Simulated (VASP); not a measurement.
Runs of VASP 6.6.1 on CdS (Hawleyite). The structure is that of space group F-43m (No. 216), or close to it. The cells are those of the table. 

```tsv
task	level	cell	cutoff (eV)	gap on the mesh (eV)	pressure (GPa)	relaxed volume (Å³/atom)
relaxation of cell and atoms	r2SCAN+rVV10	relaxed from a = 4.125 Å, angles 60.0°, 2 atoms	600	1.50	0.0	25.17
relaxation of cell and atoms	PBE+D3(BJ)	relaxed from a = 4.125 Å, angles 60.0°, 2 atoms	600	(a)	0.0	(c)
relaxation of cell and atoms	r2SCAN	relaxed from a = 4.125 Å, angles 60.0°, 2 atoms	600	(b)	0.0	25.50
single point	PBE+D3(BJ)	a = 4.138 Å, angles 60.0°, 2 atoms	520	1.13	0.4	-
single point	r2SCAN+rVV10	a = 4.137 Å, angles 60.0°, 2 atoms	520	1.51	0.4	-
```

Alike in all rows: potentials or basis VASP PAW PBE potentials, release 64 (Cd, S); no spin polarisation; k mesh 6 × 6 × 6; smearing gaussian 0.01 eV.

Q: Fill in the values left out.

A: (a) 1.11; (b) 1.53; (c) 25.19.

Caveats: the PAW data sets were made with another functional, which shifts forces and pressure a little (some runs).

A k mesh can miss the band edges, and the runs leave out spin-orbit coupling on Cd.
